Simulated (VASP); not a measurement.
# Tl (Fm-3m) in VASP: further runs

The runs below take Tl through single point, with PBE+D3(BJ).

All numbers are computed with VASP 6.6.1; they aren't measurements. Logs are shortened: lines on timing, memory, paths and dates and some standing lists are left out, and cuts for length are marked.

## (1) The cell of the first run

The structure is cubic, space group Fm-3m (No. 225). The conventional cell has a = 4.847 Å, b = 4.847 Å, c = 4.847 Å, α = 90.00°, β = 90.00°, γ = 90.00°. Within 4.5 Å of Tl (site symmetry m-3m) lie 12 Tl at 3.43 Å.

This isn't the form of Tl at room conditions, which is hcp.

## (2) Single point, PBE+D3(BJ) (28.47 Å³/atom)

Input file INCAR:

```
ALGO     = Fast           # electronic algorithm
EDIFF    = 1E-6           # SCF threshold, eV
ENCUT    = 520            # plane-wave cutoff, eV
GGA      = PE             # functional
ISIF     = 2              # what is computed and relaxed
ISMEAR   = 0              # smearing method
IVDW     = 12             # dispersion correction
LASPH    = True           # aspherical terms in the spheres
LCHARG   = False          # write CHGCAR
LREAL    = False          # projectors in reciprocal space
LWAVE    = False          # write WAVECAR
NBANDS   = 12             # bands
NELM     = 80             # most SCF steps
PREC     = Accurate       # precision mode
SIGMA    = 0.1            # smearing width, eV
```

Input file KPOINTS:

```
k-points
0
Gamma
  14 14 14
```

Input file POSCAR:

```
Tl
1.0
    0.0000000000      2.4235422983      2.4235422983
    2.4235422983      0.0000000000      2.4235422983
    2.4235422983      2.4235422983      0.0000000000
Tl
1
Direct
    0.0000000000      0.0000000000      0.0000000000
```

Potentials or basis: VASP PAW PBE potentials, release 64 (Tl_d).

Command:

```bash
> cat potpaw_PBE.64/Tl_d/POTCAR > POTCAR
> mpirun -np 1 vasp_std > vasp.out
```

OUTCAR:

```text
EDIFF = 1E-6
   ENCUT = 520
   GGA = PE
   ISIF = 2
   ISMEAR = 0
   IVDW = 12
   LASPH = True
   LREAL = False
   NELM = 80
   PREC = Accurate
 IVDW          = 12

 ion  position               nearest neighbor table
   1  0.000  0.000  0.000-

  LATTYP: Found a face centered cubic cell.
 ALAT       =     4.8470845966

  Lattice vectors:

 A1 = (   0.0000000000,   2.4235422983,   2.4235422983)
 A2 = (   2.4235422983,   0.0000000000,   2.4235422983)
 A3 = (   2.4235422983,   2.4235422983,   0.0000000000)

Analysis of symmetry for initial positions (statically):
=====================================================================
 Subroutine PRICEL returns:
 Original cell was already a primitive cell.

 Routine SETGRP: Setting up the symmetry group for a
 face centered cubic supercell.

 Subroutine GETGRP returns: Found 48 space group operations
 (whereof 48 operations were pure point group operations)
 out of a pool of 48 trial point group operations.

The static configuration has the point symmetry O_h .

Analysis of symmetry for dynamics (positions and initial velocities):
=====================================================================
 Subroutine PRICEL returns:
 Original cell was already a primitive cell.

 Routine SETGRP: Setting up the symmetry group for a
 face centered cubic supercell.

 Subroutine GETGRP returns: Found 48 space group operations
 (whereof 48 operations were pure point group operations)
 out of a pool of 48 trial point group operations.

The dynamic configuration has the point symmetry O_h .

 Subroutine INISYM returns: Found 48 space group operations
 (whereof 48 operations are pure point group operations),
 and found     1 'primitive' translations

----------------------------------------------------------------------------------------

                                     Primitive cell

  volume of cell :      28.4696

  direct lattice vectors                    reciprocal lattice vectors
     0.000000000  2.423542298  2.423542298    -0.206309583  0.206309583  0.206309583
     2.423542298  0.000000000  2.423542298     0.206309583 -0.206309583  0.206309583
     2.423542298  2.423542298  0.000000000     0.206309583  0.206309583 -0.206309583

  length of vectors
     3.427406387  3.427406387  3.427406387     0.357338679  0.357338679  0.357338679
[... 85 lines left out ...]
   ISIF   =      2    stress and relaxation
   ISYM   =      2    0-nonsym 1-usesym 2-fastsym
   POTIM  = 0.5000    time-step for ionic-motion
   TEBEG  =    0.0;   TEEND  =   0.0 temperature during run
   PSTRESS=    0.0 pullay stress
   NELECT =      13.0000    total number of electrons
   NUPDOWN=      -1.0000    fix difference up-down
   EMIN   =  10.00;   EMAX   =-10.00  energy-range for DOS
   EFERMI =   0.00;   METHOD = LEGACY
   ISMEAR =     0;   SIGMA  =   0.10  broadening in eV -4-tet -1-fermi 0-gaus
   EFERMI_NEDOS =   21; number of points for ismear=-14 and -15
   IALGO  =     68    algorithm
   IMIX   =      4    mixing-type and parameters
     AMIX     =   0.40;   BMIX     =  1.00
     AMIX_MAG =   1.60;   BMIX_MAG =  1.00
  volume/ion in A,a.u.               =      28.47       192.12
  Fermi-wavevector in a.u.,A,eV,Ry     =   1.260652  2.382288 21.622983  1.589244
  Thomas-Fermi vector in A             =   2.394151
   LORBIT       =      0    0 simple, 1 ext, 2 COOP (PROOUT), +10 PAW based schemes
   GGA     = PE    functional components
   LHFCALC =     F    Hartree Fock is set to
   AEXX    =    0.0000 exact exchange contribution
   IVDW    =    12    specifies the selected vdW correction
   LEPSILON=     F    determine dielectric tensor
   LRPA    =     F    only Hartree local field effects (RPA)
 non-spin polarized calculation
 RMM-DIIS sequential band-by-band and
 Gauss-broadening in eV      SIGMA  =   0.10
  energy-cutoff  :      520.00
  volume of cell :       28.47
 maximum number of plane-waves:       779
 NGX is ok and might be reduce to    28
   NGX = 13   NGY = 13   NGZ = 13

 number of electron      13.0000000 magnetization

 Free energy of the ion-electron system (eV)
  ---------------------------------------------------
  ext. energy  EPLUGINS =         0.00000000
  ---------------------------------------------------
  free energy    TOTEN  =        -2.18347840 eV

  energy without entropy =       -2.18034473  energy(sigma->0) =       -2.18191156

 E-fermi :   6.5912     XC(G=0): -10.2135

 val. band max:        6.5847663577   @ k =  -0.2857   0.4286   0.2143
 cond. band min:       6.6143868665   @ k =  -0.3571   0.4286   0.2143
 fundamental gap:      0.0296205089
 Fermi energy:         6.5911515876

 k-point     1 :       0.0000    0.0000    0.0000
  band No.  band energies     occupation
      1      -4.9951      2.00000
      2      -4.9951      2.00000
      3      -4.9951      2.00000
      4      -4.7157      2.00000
      5      -4.7157      2.00000
      6      -3.4531      2.00000
      7      16.9471      0.00000
      8      16.9471      0.00000
      9      16.9471      0.00000
     10      17.5816      0.00000
     11      21.0267      0.00000
     12      21.7753      0.00000
[... 331 lines left out ...]
 k-point    24 :       0.2857    0.1429    0.0000
  band No.  band energies     occupation
      1      -5.1070      2.00000
      2      -4.9002      2.00000
      3      -4.8352      2.00000
      4      -4.7862      2.00000
      5      -4.5889      2.00000
      6      -1.7850      2.00000
      7      10.2911      0.00000
      8      13.8491      0.00000
      9      14.4089      0.00000
     10      16.7847      0.00000
     11      18.7065      0.00000
     12      22.8910      0.00000

 [... further k-points ...]

------------------------ aborting loop because EDIFF is reached ----------------------------------------

 Edisp (eV)   -0.34438

 E8    (eV) :    -0.1801

  FORCE on cell =-STRESS in cart. coord.  units (eV):
  Direction    XX          YY          ZZ          XY          YZ          ZX
  --------------------------------------------------------------------------------------
  -------------------------------------------------------------------------------------
  Total       0.18583     0.18583     0.18583     0.00000    -0.00000     0.00000
  in kB      10.45801    10.45801    10.45801     0.00000    -0.00000     0.00000
  external pressure =       10.46 kB  Pullay stress =        0.00 kB

 VOLUME and BASIS-vectors are now :
 -----------------------------------------------------------------------------
  energy-cutoff  :      520.00
  volume of cell :       28.47
      direct lattice vectors                 reciprocal lattice vectors
     0.000000000  2.423542298  2.423542298    -0.206309583  0.206309583  0.206309583
     2.423542298  0.000000000  2.423542298     0.206309583 -0.206309583  0.206309583
     2.423542298  2.423542298  0.000000000     0.206309583  0.206309583 -0.206309583

 POSITION                                       TOTAL-FORCE (eV/Angst)
 -----------------------------------------------------------------------------------
      0.00000      0.00000      0.00000         0.000000      0.000000     -0.000000
 -----------------------------------------------------------------------------------
    total drift:                               -0.000000     -0.000000     -0.000000

  FREE ENERGIE OF THE ION-ELECTRON SYSTEM (eV)
  ---------------------------------------------------
  free  energy   TOTEN  =        -2.5278630250 eV

  energy  without entropy=       -2.5247293548  energy(sigma->0) =       -2.52629619
```

OSZICAR:

```text
N       E                     dE             d eps       ncg     rms          rms(c)
DAV:   1     0.483200429935E+02    0.48320E+02   -0.68212E+03  2688   0.943E+02
DAV:   2    -0.167256532739E+01   -0.49993E+02   -0.49038E+02  2776   0.207E+02
DAV:   3    -0.220816941241E+01   -0.53560E+00   -0.53522E+00  3004   0.197E+01
DAV:   4    -0.221065360718E+01   -0.24842E-02   -0.24841E-02  2976   0.154E+00
DAV:   5    -0.221068315446E+01   -0.29547E-04   -0.29548E-04  3048   0.163E-01    0.224E+00
RMM:   6    -0.218754497556E+01    0.23138E-01   -0.29584E-02  2522   0.141E+00    0.154E+00
RMM:   7    -0.218371847648E+01    0.38265E-02   -0.14570E-02  2649   0.108E+00    0.624E-01
RMM:   8    -0.218348719238E+01    0.23128E-03   -0.10762E-03  2717   0.269E-01    0.651E-02
RMM:   9    -0.218347796084E+01    0.92315E-05   -0.92272E-05  2872   0.914E-02    0.287E-02
RMM:  10    -0.218347822655E+01   -0.26571E-06   -0.14504E-05  2794   0.382E-02    0.854E-04
RMM:  11    -0.218347839694E+01   -0.17039E-06   -0.25892E-06  2153   0.155E-02
   1 F= -.25278630E+01 E0= -.25262962E+01  d E =-.313367E-02
```

Run time: 22 s. Hardware: 1 thread of Intel Xeon Platinum 8488C (Sapphire Rapids), shared host; peak memory 0.18 GiB.

Results:

```yaml
Free_energy: -2.5279 eV
Pressure: 1.0 GPa
Band_gap_on_the_k_mesh: zero (an odd number of electrons rules out a gap without spin polarisation)
Dispersion_energy_per_atom: -0.344 eV
```

Caveat: spin-orbit coupling is left out, which moves the levels of the heavy elements.

## (3) Single point, PBE+D3(BJ)

This run uses another cell than the first one, of 29.35 Å³/atom.

Input file INCAR:

```
SYSTEM = Tl
ALGO     = Fast           ! electronic algorithm
EDIFF    = 1E-7           ! SCF threshold, eV
ENCUT    = 520            ! plane-wave cutoff, eV
GGA      = PE             ! functional
ISIF     = 2              ! what is computed and relaxed
ISMEAR   = 0              ! smearing method
IVDW     = 12             ! dispersion correction
LASPH    = .True.         ! aspherical terms in the spheres
LCHARG   = .False.        ! write CHGCAR
LREAL    = .False.        ! projectors in reciprocal space
LWAVE    = .False.        ! write WAVECAR
NBANDS   = 12             ! bands
NELM     = 100            ! most SCF steps
PREC     = Accurate       ! precision mode
SIGMA    = 0.1            ! smearing width, eV
```

Input file KPOINTS:

```
k-points
0
Gamma
  14 14 14
  0 0 0
```

Input file POSCAR:

```
Tl
1.0
    0.0000000000      2.4482740299      2.4482740299
    2.4482740299      0.0000000000      2.4482740299
    2.4482740299      2.4482740299      0.0000000000
Tl
1
Direct
    0.0000000000      0.0000000000      0.0000000000
```

Potentials or basis: VASP PAW PBE potentials, release 64 (Tl_d).

Command:

```bash
> cat potpaw_PBE.64/Tl_d/POTCAR > POTCAR
> mpirun -np 1 vasp_std > vasp.out
```

Run time: 23 s. Hardware: 1 thread of Intel Xeon Platinum 8488C (Sapphire Rapids), shared host; peak memory 0.18 GiB.

It converged, with:

```yaml
Free_energy: -2.5309 eV
Pressure: 0.0 GPa
Band_gap_on_the_k_mesh: zero (an odd number of electrons rules out a gap without spin polarisation)
Dispersion_energy_per_atom: -0.334 eV
```

Levels at points of the mesh, in eV from the Fermi level:
| k point | band 3 | band 4 | band 5 | band 6 | band 7 | band 8 | band 9 | band 10 |
| --- | --- | --- | --- | --- | --- | --- | --- | --- |
| (0.00, 0.00, 0.00) | -11.55 | -11.29 | -11.29 | -9.84 | 10.09 | 10.09 | 10.09 | 10.94 |
| (0.50, 0.00, 0.00) | -11.54 | -11.06 | -11.06 | -5.30 | -2.78 | 8.07 | 8.07 | 10.37 |
| (0.50, 0.50, 0.00) | -11.08 | -11.00 | -11.00 | -3.64 | -1.72 | 4.03 | 4.03 | 7.41 |

Caveat: spin-orbit coupling is left out, which moves the levels of the heavy elements.

(Continued in part 2 of 2.)
